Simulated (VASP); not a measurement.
**Ta: single point with LDA**

Ta:

```
CELL_PARAMETERS angstrom
-1.65128 1.65128 1.65128
1.65128 -1.65128 1.65128
1.65128 1.65128 -1.65128
ATOMIC_POSITIONS crystal
Ta 0.00000 0.00000 0.00000
```

```json
{
  "Program": "VASP 6.6.1",
  "Task": "single point",
  "Functional": "LDA",
  "Potentials or basis": "VASP PAW LDA potentials, release 64 (Ta_pv)",
  "Cutoff": "520 eV",
  "k mesh": "11 × 11 × 11",
  "Occupations": "gaussian, width 0.05 eV",
  "Spin": "no spin polarisation",
  "Dipole correction": "no",
  "Further INCAR settings": "ALGO = Normal; EDIFF = 1e-06; NBANDS = 12"
}
```

| Property | Result |
| --- | --- |
| Pressure | -8.7 GPa |

Levels at points of the mesh, in eV from the Fermi level:
```csv
k point,band 3,band 4,band 5,band 6,band 7,band 8
"(0.00, 0.00, 0.00)",-32.88,-7.82,0.69,0.69,0.69,3.95
```

Run time: 14 s on 1 thread of AMD EPYC 7R13 (shared host), peak memory 0.11 GiB.

Caveat: spin-orbit coupling is left out, which moves the levels of the heavy elements.
